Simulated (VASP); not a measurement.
TiSi2, 6 atoms in the cell. It takes space group Fddd (No. 70, orthorhombic). The conventional cell has a = 4.779 Å, b = 8.235 Å, c = 8.526 Å, α = 90.00°, β = 90.00°, γ = 90.00°. Ti (site symmetry 222) has 10 Si at 2.55 to 2.78 Å and 4 Ti at 3.20 Å within 3.4 Å. Within 3.3 Å of Si (site symmetry 2) lie 9 Si at 2.52 to 3.20 Å and 5 Ti at 2.55 to 2.78 Å. 

| Item | Value |
| --- | --- |
| Program | VASP 6.6.1 |
| Task | relaxation of cell and atoms |
| Functional | PBE |
| Potentials or basis | VASP PAW PBE potentials, release 64 (Ti_sv, Si) |
| Cutoff | 600 eV |
| k mesh | 7 × 7 × 7 |
| Occupations | fermi-dirac, width 0.05 eV |
| Spin | no spin polarisation |
| Target pressure | 30 GPa |
| Dipole correction | no |
| Further INCAR settings | ALGO = Normal; EDIFF = 1e-06; IBRION = 2; EDIFFG = -0.01; NSW = 60; ISIF = 3 |

Potentials or basis: VASP PAW PBE potentials, release 64 (Ti_sv, Si).

Command:

```bash
$ cat potpaw_PBE.64/Ti_sv/POTCAR potpaw_PBE.64/Si/POTCAR > POTCAR
$ mpirun -np 1 vasp_std > vasp.out
```

Hardware: 1 thread of Intel(R) Xeon(R) Platinum 8375C CPU @ 2.90GHz (Ice Lake), with other jobs on the host.

Problem. Estimate the wall time of this run.

Solution. Run time: 33 min on 1 thread of Intel(R) Xeon(R) Platinum 8375C CPU @ 2.90GHz (Ice Lake), with other jobs on the host, peak memory 0.36 GiB. Counts: scf iterations 102, k points 64, ion steps 12.
